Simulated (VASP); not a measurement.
Crystal: Be.

```
Be
1.0
     2.29978    0.00000    0.00000
    -1.14989    1.99166    0.00000
     0.00000    0.00000    7.41723
Be
4
Direct
  0.00000 0.00000 0.00000
  0.00000 0.00000 0.50000
  0.33333 0.66667 0.75000
  0.66667 0.33333 0.25000
```

```yaml
Program: VASP 6.6.1
Task: relaxation of cell and atoms
Functional: r2SCAN
Potentials_or_basis: VASP PAW PBE potentials, release 64 (Be)
Cutoff: 600 eV
k_mesh: 9 × 9 × 4
Occupations: gaussian, width 0.1 eV
Spin: no spin polarisation
```

At the start: pressure -8.0 GPa; volume 8.49 Å³/atom.

Question: Where does the relaxation end?

Answer: Over 3 steps the energy falls by 17.2 meV/atom and the volume is 7.93 Å³/atom (-6.7 %); space group P6_3/mmc (No. 194, to 0.05 Å).

The path:
```csv
step,energy change (eV),largest force (eV/Å),pressure (GPa),volume (Å³)
1,0.0000,0.0000,-7.97,33.97
2,-0.0680,0.0000,-1.11,31.94
3,-0.0689,0.0000,-0.22,31.71
```

Final structure:
```
CELL_PARAMETERS angstrom
2.26195 0.00000 0.00000
-1.13097 1.95890 0.00000
0.00000 0.00000 7.15643
ATOMIC_POSITIONS crystal
Be 0.00000 0.00000 0.00000
Be 0.00000 0.00000 0.50000
Be 0.33333 0.66667 0.75000
Be 0.66667 0.33333 0.25000
```

Caveat: the PAW data sets were made with another functional, which shifts forces and pressure a little.
